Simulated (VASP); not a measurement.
# ZnO (I4/mmm) in VASP: single point with r2SCAN

Aim: the single point of ZnO with r2SCAN.

Program: VASP 6.6.1. These are calculated values, not measurements. Logs are shortened: lines on timing, memory, paths and dates and some standing lists are left out, and cuts for length are marked.

### Step 1. The cell of the first run

It takes space group I4/mmm (No. 139, tetragonal). Conventional cell: a = 3.018 Å, b = 3.018 Å, c = 4.193 Å, α = 90.00°, β = 90.00°, γ = 90.00°. Zn (site symmetry 4/mmm) has 6 O at 2.10 to 2.13 Å within 2.8 Å. O (site symmetry 4/mmm) has 6 Zn at 2.10 to 2.13 Å within 2.8 Å.

### Step 2. Single point, r2SCAN (uniaxial x strain -1.7%)

The input, POSCAR:

```
ZnO
1.0
    0.0000000000      2.1337703963      2.1337703963
    2.0966427914      0.0000000000      2.1337703963
    2.0966427914      2.1337703963      0.0000000000
Zn O
1 1
Direct
    0.0000000000      0.0000000000      0.0000000000
    0.5000000000      0.5000000000      0.5000000000
```

The input, INCAR.step1:

```
SYSTEM = ZnO
ALGO     = Normal         ! electronic algorithm
EDIFF    = 1E-5           ! SCF threshold, eV
ENCUT    = 910            ! plane-wave cutoff, eV
GGA      = PE             ! functional
GGA_COMPAT= .False.      
ISMEAR   = 0              ! smearing method
LASPH    = .True.         ! aspherical terms in the spheres
LCHARG   = .False.        ! write CHGCAR
LREAL    = .False.        ! projectors in reciprocal space
LWAVE    = .True.         ! write WAVECAR
NBANDS   = 16             ! bands
NELM     = 120            ! most SCF steps
PREC     = Accurate       ! precision mode
SIGMA    = 0.01           ! smearing width, eV
```

The input, INCAR.step2:

```
SYSTEM = ZnO
ALGO     = Normal         ! electronic algorithm
EDIFF    = 1E-6           ! SCF threshold, eV
ENCUT    = 910            ! plane-wave cutoff, eV
GGA_COMPAT= .False.      
ISIF     = 2              ! what is computed and relaxed
ISMEAR   = 0              ! smearing method
ISTART   = 1            
LASPH    = .True.         ! aspherical terms in the spheres
LCHARG   = .False.        ! write CHGCAR
LMIXTAU  = .True.       
LREAL    = .False.        ! projectors in reciprocal space
LWAVE    = .False.        ! write WAVECAR
METAGGA  = R2SCAN         ! meta-GGA
NBANDS   = 16             ! bands
NELM     = 120            ! most SCF steps
PREC     = Accurate       ! precision mode
SIGMA    = 0.01           ! smearing width, eV
```

The input, KPOINTS:

```
k-points
0
Gamma
  10 10 10
  0 0 0
```

Potentials or basis: VASP PAW PBE potentials, release 64 (Zn, O_h).

Run with:

```
> cat potpaw_PBE.64/Zn/POTCAR potpaw_PBE.64/O_h/POTCAR > POTCAR
> cp INCAR.step1 INCAR
> mpirun -np 1 vasp_std > vasp.out
> cp INCAR.step2 INCAR
> mpirun -np 1 vasp_std > vasp.out
```

OUTCAR:

```text
SYSTEM = ZnO
   EDIFF = 1E-6
   ENCUT = 910
   ISIF = 2
   ISMEAR = 0
   ISTART = 1
   LASPH = .True.
   LREAL = .False.
   METAGGA = R2SCAN
   NELM = 120
   PREC = Accurate

 ion  position               nearest neighbor table
   1  0.000  0.000  0.000-   2 2.10   2 2.10   2 2.13   2 2.13   2 2.13   2 2.13
   2  0.500  0.500  0.500-   1 2.10   1 2.10   1 2.13   1 2.13   1 2.13   1 2.13

  LATTYP: Found a body centered tetragonal cell.
 ALAT       =     3.0176070334
 C/A-ratio  =     1.3896062464

  Lattice vectors:

 A1 = (  -2.0966427914,   0.0000000000,  -2.1337703963)
 A2 = (  -2.0966427914,   0.0000000000,   2.1337703963)
 A3 = (   2.0966427914,   2.1337703963,   0.0000000000)

Analysis of symmetry for initial positions (statically):
=====================================================================
 Subroutine PRICEL returns:
 Original cell was already a primitive cell.

 Routine SETGRP: Setting up the symmetry group for a
 body centered tetragonal supercell.

 Subroutine GETGRP returns: Found 16 space group operations
 (whereof 16 operations were pure point group operations)
 out of a pool of 16 trial point group operations.

The static configuration has the point symmetry D_4h.

Analysis of symmetry for dynamics (positions and initial velocities):
=====================================================================
 Subroutine PRICEL returns:
 Original cell was already a primitive cell.

 Routine SETGRP: Setting up the symmetry group for a
 body centered tetragonal supercell.

 Subroutine GETGRP returns: Found 16 space group operations
 (whereof 16 operations were pure point group operations)
 out of a pool of 16 trial point group operations.

The dynamic configuration has the point symmetry D_4h.

 Subroutine INISYM returns: Found 16 space group operations
 (whereof 16 operations are pure point group operations),
 and found     1 'primitive' translations

----------------------------------------------------------------------------------------

                                     Primitive cell

  volume of cell :      19.0919

  direct lattice vectors                    reciprocal lattice vectors
     0.000000000  2.133770396  2.133770396    -0.238476483  0.234326993  0.234326993
     2.096642791  0.000000000  2.133770396     0.238476483 -0.234326993  0.234326993
     2.096642791  2.133770396  0.000000000     0.238476483  0.234326993 -0.234326993

  length of vectors
     3.017607033  2.991469054  2.991469054     0.408276024  0.408276024  0.408276024

  position of ions in fractional coordinates (direct lattice)
     0.000000000  0.000000000  0.000000000
     0.500000000  0.500000000  0.500000000

  ion indices of the primitive-cell ions
   primitive index   ion index
                 1           1
                 2           2

----------------------------------------------------------------------------------------

 KPOINTS: k-points

Automatic generation of k-mesh.
 Grid dimensions read from file:
 generate k-points for:   10   10   10

 Generating k-lattice:

  Cartesian coordinates                     Fractional coordinates (reciprocal lattice)
    -0.023847648  0.023432699  0.023432699     0.100000000  0.000000000  0.000000000
     0.023847648 -0.023432699  0.023432699     0.000000000  0.100000000  0.000000000
     0.023847648  0.023432699 -0.023432699     0.000000000  0.000000000  0.100000000

  Length of vectors
     0.040827602  0.040827602  0.040827602

  Shift w.r.t. Gamma in fractional coordinates (k-lattice)
     0.000000000  0.000000000  0.000000000

 Subroutine IBZKPT returns following result:
 ===========================================

 Found    102 irreducible k-points:

 Following reciprocal coordinates:
            Coordinates               Weight
  0.000000  0.000000  0.000000      1.000000
  0.100000 -0.000000 -0.000000      8.000000
  0.200000 -0.000000 -0.000000      8.000000
  0.300000  0.000000  0.000000      8.000000
  0.400000  0.000000  0.000000      8.000000
  0.500000  0.000000  0.000000      4.000000
[... 16 lines left out ...]
  0.300000  0.300000  0.000000      4.000000
  0.400000  0.300000  0.000000     16.000000
 [... further k-points ...]
   k-points           NKPTS =    102   k-points in BZ     NKDIM =    102   number of bands    NBANDS=     16
   number of dos      NEDOS =    301   number of ions     NIONS =      2
   total plane-waves  NPLWV =  27000
   dimension x,y,z NGX =    30 NGY =   30 NGZ =   30
   dimension x,y,z NGXF=    60 NGYF=   60 NGZF=   60
   ions per type =               1   1
   NGX,Y,Z   is equivalent  to a cutoff of  16.53, 16.67, 16.67 a.u.
   NGXF,Y,Z  is equivalent  to a cutoff of  33.06, 33.34, 33.34 a.u.
 SYSTEM =  ZnO
   PREC   = accura    normal or accurate (medium, high low for compatibility)
   ISTART =      1    job   : 0-new  1-cont  2-samecut
   ICHARG =      0    charge: 1-file 2-atom 10-const
   ISPIN  =      1    spin polarized calculation?
   LNONCOLLINEAR =      F non collinear calculations
   LSORBIT =      F    spin-orbit coupling
   LASPH  =      T    aspherical Exc in radial PAW
   ENCUT  =  910.0 eV  66.88 Ry    8.18 a.u.   7.42  7.36  7.36*2*pi/ulx,y,z
   NELM   =    120;   NELMIN=  2; NELMDL=  0     # of ELM steps
   EDIFF  = 0.1E-05   stopping-criterion for ELM
   LREAL  =      F    real-space projection
   EDIFFG = 0.1E-04   stopping-criterion for IOM
   NSW    =      0    number of steps for IOM
   IBRION =     -1    ionic relax: 0-MD 1-quasi-New 2-CG
   NFREE  =      0    steps in history (QN), initial steepest desc. (CG)
   ISIF   =      2    stress and relaxation
   ISYM   =      2    0-nonsym 1-usesym 2-fastsym
   POTIM  = 0.5000    time-step for ionic-motion
   TEBEG  =    0.0;   TEEND  =   0.0 temperature during run
   PSTRESS=    0.0 pullay stress
   NELECT =      18.0000    total number of electrons
   NUPDOWN=      -1.0000    fix difference up-down
   EMIN   =  10.00;   EMAX   =-10.00  energy-range for DOS
   EFERMI =   0.00;   METHOD = LEGACY
   ISMEAR =     0;   SIGMA  =   0.01  broadening in eV -4-tet -1-fermi 0-gaus
   EFERMI_NEDOS =   21; number of points for ismear=-14 and -15
   IALGO  =     38    algorithm
   IMIX   =      4    mixing-type and parameters
     AMIX     =   0.40;   BMIX     =  1.00
     AMIX_MAG =   1.60;   BMIX_MAG =  1.00
  volume/ion in A,a.u.               =       9.55        64.42
  Fermi-wavevector in a.u.,A,eV,Ry     =   1.605274  3.033527 35.060898  2.576903
  Thomas-Fermi vector in A             =   2.701646
   LORBIT       =      0    0 simple, 1 ext, 2 COOP (PROOUT), +10 PAW based schemes
   METAGGA = R2SCAN    functional components
   LHFCALC =     F    Hartree Fock is set to
   AEXX    =    0.0000 exact exchange contribution
   IVDW    =     0    specifies the selected vdW correction
   LEPSILON=     F    determine dielectric tensor
   LRPA    =     F    only Hartree local field effects (RPA)
 non-spin polarized calculation
 Gauss-broadening in eV      SIGMA  =   0.01
  energy-cutoff  :      910.00
  volume of cell :       19.09
 maximum number of plane-waves:      1235
 NGX is ok and might be reduce to    30
   NGX = 15   NGY = 15   NGZ = 15

 number of electron      18.0000005 magnetization

 Free energy of the ion-electron system (eV)
  ---------------------------------------------------
  ext. energy  EPLUGINS =         0.00000000
  ---------------------------------------------------
  free energy    TOTEN  =       -17.95407260 eV

  energy without entropy =      -17.95407260  energy(sigma->0) =      -17.95407260

 E-fermi :   3.2427     XC(G=0): -13.2405

 val. band max:        3.0973835906   @ k =   0.5000   0.0000   0.0000
 cond. band min:       4.6826618237   @ k =   0.0000   0.0000   0.0000
 fundamental gap:      1.5852782331
 Fermi energy:         3.2426883777

 k-point     1 :       0.0000    0.0000    0.0000
  band No.  band energies     occupation
      1     -16.7397      2.00000
      2      -1.9084      2.00000
      3      -1.9084      2.00000
      4      -1.8854      2.00000
      5      -1.7232      2.00000
      6      -1.6874      2.00000
[... 8 lines left out ...]
     15      23.8350      0.00000
     16      23.8350      0.00000

 k-point     2 :       0.1000   -0.0000   -0.0000
  band No.  band energies     occupation
      1     -16.6280      2.00000
      2      -1.9928      2.00000
      3      -1.9462      2.00000
      4      -1.9231      2.00000
      5      -1.8049      2.00000
      6      -1.7915      2.00000
[... 8 lines left out ...]
     15      23.7792      0.00000
     16      24.0818      0.00000

 k-point     3 :       0.2000   -0.0000   -0.0000
  band No.  band energies     occupation
      1     -16.3201      2.00000
      2      -2.4405      2.00000
      3      -2.2725      2.00000
      4      -2.2672      2.00000
      5      -1.7328      2.00000
      6      -1.7327      2.00000
[... 8 lines left out ...]
     15      24.5510      0.00000
     16      24.6505      0.00000

 k-point     4 :       0.3000    0.0000    0.0000
  band No.  band energies     occupation
      1     -15.9022      2.00000
      2      -3.3736      2.00000
      3      -2.6490      2.00000
      4      -2.6379      2.00000
      5      -1.6162      2.00000
      6      -1.6054      2.00000
[... 8 lines left out ...]
     15      26.0418      0.00000
     16      26.0760      0.00000

 k-point     5 :       0.4000    0.0000    0.0000
  band No.  band energies     occupation
      1     -15.5253      2.00000
      2      -4.2430      2.00000
      3      -2.9172      2.00000
      4      -2.8971      2.00000
      5      -1.5183      2.00000
      6      -1.4983      2.00000
[... 8 lines left out ...]
     15      27.9147      0.00000
     16      27.9617      0.00000

 k-point     6 :       0.5000    0.0000    0.0000
  band No.  band energies     occupation
      1     -15.3698      2.00000
      2      -4.5836      2.00000
      3      -3.0124      2.00000
      4      -2.9894      2.00000
      5      -1.4804      2.00000
      6      -1.4566      2.00000
[... 8 lines left out ...]
     15      29.1360      0.00000
     16      29.2782      0.00000
[... 267 lines left out ...]
 k-point    21 :      -0.3000    0.2000   -0.0000
  band No.  band energies     occupation
      1     -15.4679      2.00000
      2      -3.8440      2.00000
      3      -2.8865      2.00000
      4      -2.6424      2.00000
      5      -1.5858      2.00000
      6      -1.4378      2.00000
[... 8 lines left out ...]
     15      26.7646      0.00000
     16      27.5018      0.00000

 k-point    22 :      -0.2000    0.2000    0.0000
  band No.  band energies     occupation
      1     -15.7856      2.00000
      2      -3.4306      2.00000
      3      -2.7683      2.00000
      4      -2.4190      2.00000
      5      -1.6852      2.00000
      6      -1.4796      2.00000
[... 8 lines left out ...]
     15      26.3947      0.00000
     16      27.5149      0.00000

 k-point    23 :       0.3000    0.3000    0.0000
  band No.  band energies     occupation
      1     -15.7581      2.00000
      2      -3.3510      2.00000
      3      -2.1863      2.00000
      4      -1.7516      2.00000
      5      -1.7464      2.00000
      6      -1.5663      2.00000
[... 8 lines left out ...]
     15      31.6258      0.00000
     16      33.1306      0.00000

 k-point    24 :       0.4000    0.3000    0.0000
  band No.  band energies     occupation
      1     -15.5225      2.00000
      2      -3.3656      2.00000
      3      -2.3305      2.00000
      4      -1.9173      2.00000
      5      -1.6618      2.00000
      6      -1.4490      2.00000
[... 8 lines left out ...]
     15      32.0107      0.00000
     16      32.6434      0.00000

 [... further k-points ...]

------------------------ aborting loop because EDIFF is reached ----------------------------------------

  FORCE on cell =-STRESS in cart. coord.  units (eV):
  Direction    XX          YY          ZZ          XY          YZ          ZX
  --------------------------------------------------------------------------------------
  -------------------------------------------------------------------------------------
  Total        0.8215359      0.5512469      0.5512469      0.0000000      0.0000000     -0.0000000
  in kB       68.9425468     46.2601414     46.2601414      0.0000000      0.0000000     -0.0000000
  external PRESSURE =      53.8209432 kB  Pullay stress =       0.0000000 kB

 VOLUME and BASIS-vectors are now :
 -----------------------------------------------------------------------------
  energy-cutoff  :      910.00
  volume of cell :       19.09
      direct lattice vectors                 reciprocal lattice vectors
     0.000000000  2.133770396  2.133770396    -0.238476483  0.234326993  0.234326993
     2.096642791  0.000000000  2.133770396     0.238476483 -0.234326993  0.234326993
     2.096642791  2.133770396  0.000000000     0.238476483  0.234326993 -0.234326993

 POSITION                                       TOTAL-FORCE (eV/Angst)
 -----------------------------------------------------------------------------------
      0.00000      0.00000      0.00000         0.000000     -0.000000      0.000000
      2.09664      2.13377      2.13377         0.000000      0.000000     -0.000000
 -----------------------------------------------------------------------------------
    total drift:                                0.000000      0.000000      0.000000

  FREE ENERGIE OF THE ION-ELECTRON SYSTEM (eV)
  ---------------------------------------------------
  free  energy   TOTEN  =       -17.9540726039 eV

  energy  without entropy=      -17.9540726039  energy(sigma->0) =      -17.95407260
```

Wall time 4.1 min (1 thread of AMD EPYC 7R43 (Zen 3), shared host); peak memory 0.19 GiB.

What came out:

* Free energy: -17.9541 eV
* Pressure: 5.4 GPa
* Band gap on the k mesh: 1.59 eV (least direct gap 3.12 eV)

Caveat: the cell differs from its parent crystal (uniaxial x strain -1.7%); the cutoff is under 1.25 times the usual one of these potentials, so pressure, stress and relaxed cells hold a basis-set (Pulay) error; the cell stands under pressure; the PAW data sets were made with another functional, which shifts forces and pressure a little.
